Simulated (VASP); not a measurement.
Write the native input for VASP 6.6.1 that does the following.

| Property | Result |
| --- | --- |
| Task | single point |
| Functional | PBE |
| Potentials or basis | VASP PAW PBE potentials, release 64 (K_sv, F) |
| Cutoff | 520 eV |
| k mesh | 4 × 4 × 4 |
| Occupations | gaussian, width 0.01 eV |
| Spin | no spin polarisation |
| Dipole correction | no |
| Further INCAR settings | ALGO = Normal; EDIFF = 1e-06; NBANDS = 15 |

The structure of KF lies in POSCAR:

```
KF
1.0
    0.0000000000      2.9835314167      2.9835314167
    2.9835314167      0.0000000000      2.9835314167
    2.9835314167      2.9835314167      0.0000000000
K F
1 1
Direct
    0.0000000000      0.0000000000      0.0000000000
    0.2500000000      0.2500000000      0.2500000000
```

This cell differs from its parent crystal: volume changed by +5%.

One way to write it, as run:

INCAR

```
ALGO = Normal
EDIFF = 1E-6
ENCUT = 520
GGA = PE
ISIF = 2
ISMEAR = 0
LASPH = T
LCHARG = F
LREAL = F
LWAVE = F
NBANDS = 15
NELM = 80
PREC = Accurate
SIGMA = 0.01
```

KPOINTS

```
k-points
0
Gamma
  4 4 4
```

Potentials or basis: VASP PAW PBE potentials, release 64 (K_sv, F).

Run with:

```console
$ cat potpaw_PBE.64/K_sv/POTCAR potpaw_PBE.64/F/POTCAR > POTCAR
$ mpirun -np 1 vasp_std > vasp.out
```

It gave:

```yaml
Pressure: -0.2 GPa
Band_gap_on_the_k_mesh: 5.03 eV, indirect (least direct gap 5.20 eV)
```

Caveat: the k points lie up to 0.46 Å⁻¹ apart.

Wall time 17 s on 1 thread of AMD EPYC 7R13, with other jobs on the host, peak memory 0.14 GiB.
